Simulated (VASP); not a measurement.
A run of VASP 6.6.1 is set up as follows.

Contents of INCAR:

```
SYSTEM = SnO2
ALGO     = Normal         ! electronic algorithm
EDIFF    = 1E-8           ! SCF threshold, eV
ENCUT    = 520            ! plane-wave cutoff, eV
GGA      = PE             ! functional
IBRION   = 6              ! ionic algorithm
ISIF     = 2              ! what is computed and relaxed
ISMEAR   = 0              ! smearing method
IVDW     = 12             ! dispersion correction
LASPH    = .True.         ! aspherical terms in the spheres
LCHARG   = .False.        ! write CHGCAR
LREAL    = .False.        ! projectors in reciprocal space
LWAVE    = .False.        ! write WAVECAR
NBANDS   = 20             ! bands
NELM     = 80             ! most SCF steps
NFREE    = 2            
NSW      = 1              ! ionic steps
POTIM    = 0.015          ! step
PREC     = Accurate       ! precision mode
SIGMA    = 0.01           ! smearing width, eV
```

The input KPOINTS:

```
k-points
0
Gamma
  12 12 6
  0 0 0
```

File POSCAR:

```
SnO2
1.0
    3.2165433392      0.0000000000      0.0000000000
   -1.6082716696      2.7856082441      0.0000000000
    0.0000000000      0.0000000000      4.5919188224
Sn O
1 2
Direct
    0.0000000000      0.0000000000      0.5000000000
    0.3333333333      0.6666666667      0.7200889250
    0.6666666667      0.3333333333      0.2799110750
```

Potentials or basis: VASP PAW PBE potentials, release 64 (Sn_d, O).

The run is started by

```sh
$ cat potpaw_PBE.64/Sn_d/POTCAR potpaw_PBE.64/O/POTCAR > POTCAR
$ mpirun -np 1 vasp_std > vasp.out
```

What does it give for the highest phonon frequency at Γ, LO-TO splitting left out?

488 cm⁻¹.

Estimate the dispersion energy per atom.

-0.188 eV.

Phonon frequencies in cm⁻¹ (negative: imaginary):
```csv
q point,frequencies
"(0.000, 0.000, 0.000)",0 0 0 393 393 445 445 458 488
```
